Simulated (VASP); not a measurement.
Here is a VASP 6.6.1 calculation.

Contents of INCAR:

```
ALGO     = Normal         # electronic algorithm
EDIFF    = 1E-6           # SCF threshold, eV
ENCUT    = 520            # plane-wave cutoff, eV
GGA      = PE             # functional
ISIF     = 2              # what is computed and relaxed
ISMEAR   = 0              # smearing method
LASPH    = True           # aspherical terms in the spheres
LCHARG   = False          # write CHGCAR
LREAL    = False          # projectors in reciprocal space
LWAVE    = False          # write WAVECAR
NBANDS   = 14             # bands
NELM     = 60             # most SCF steps
PREC     = Accurate       # precision mode
SIGMA    = 0.05           # smearing width, eV
```

The input KPOINTS:

```
k-points
0
Gamma
  8 8 8
```

The input POSCAR:

```
NaCl
1.0
    0.0000000000      2.7184800000      2.8317500000
    2.7184800000      0.0000000000      2.8317500000
    2.7184800000      2.7184800000      0.0000000000
Na Cl
1 1
Direct
    0.0000000000      0.0000000000      0.0000000000
    0.5000000000      0.5000000000      0.5000000000
```

Potentials or basis: VASP PAW PBE potentials, release 64 (Na_pv, Cl).

Run with:

```bash
$ cat potpaw_PBE.64/Na_pv/POTCAR potpaw_PBE.64/Cl/POTCAR > POTCAR
$ mpirun -np 1 vasp_std > vasp.out
```

**Question.** What does it give for the band gap on the k mesh?

**Answer.** 5.37 eV.

**Question.** Estimate the pressure.

**Answer.** 3.0 GPa.

Stress tensor (GPa, compression positive):
```
3.83 0.00 0.00
0.00 3.83 0.00
0.00 0.00 1.48
```

Caveat: the cell differs from its parent crystal (strain -0.040 along x and y, +0.000 along z); the cell stands under pressure.
